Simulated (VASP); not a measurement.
Crystal: Sc.

```xyz
2
Lattice="3.3088 0.0000 0.0000 -1.6544 2.8655 0.0000 0.0000 0.0000 5.2680" Properties=species:S:1:pos:R:3 pbc="T T T"
Sc    0.0000    1.9103    1.3170
Sc    1.6544    0.9552    3.9510
```

| Property | Result |
| --- | --- |
| Program | VASP 6.6.1 |
| Task | relaxation of cell and atoms |
| Functional | PBEsol |
| Potentials or basis | VASP PAW PBE potentials, release 64 (Sc_sv) |
| Cutoff | 600 eV |
| k mesh | 15 × 15 × 8 |
| Occupations | gaussian, width 0.1 eV |
| Spin | no spin polarisation |

At the start: pressure -2.8 GPa; volume 24.97 Å³/atom.

Problem. How do energy, volume and symmetry change on relaxing?

Solution. Over 6 steps the energy falls by 14.1 meV/atom and the volume is 23.65 Å³/atom (-5.3 %); space group P6_3/mmc (No. 194, to 0.05 Å).

Step by step:
```tsv
step	energy change (eV)	largest force (eV/Å)	pressure (GPa)	volume (Å³)
1	0.0000	0.0000	-2.77	49.95
2	-0.0261	0.0000	0.57	46.89
3	-0.0265	0.0000	0.17	47.22
4	-0.0280	0.0000	0.08	47.27
5	-0.0283	0.0000	0.03	47.30
6	-0.0283	0.0000	0.03	47.30
```

Final structure:
```yaml
crystal:
  lattice:
    - [3.27778, 0.00000, 0.00000]
    - [-1.63889, 2.83864, 0.00000]
    - [0.00000, 0.00000, 5.08389]
  atoms:
    - { symbol: Sc, position: [0.33333, 0.66667, 0.25000] }
    - { symbol: Sc, position: [0.66667, 0.33333, 0.75000] }
```

Caveat: the PAW data sets were made with another functional, which shifts forces and pressure a little.
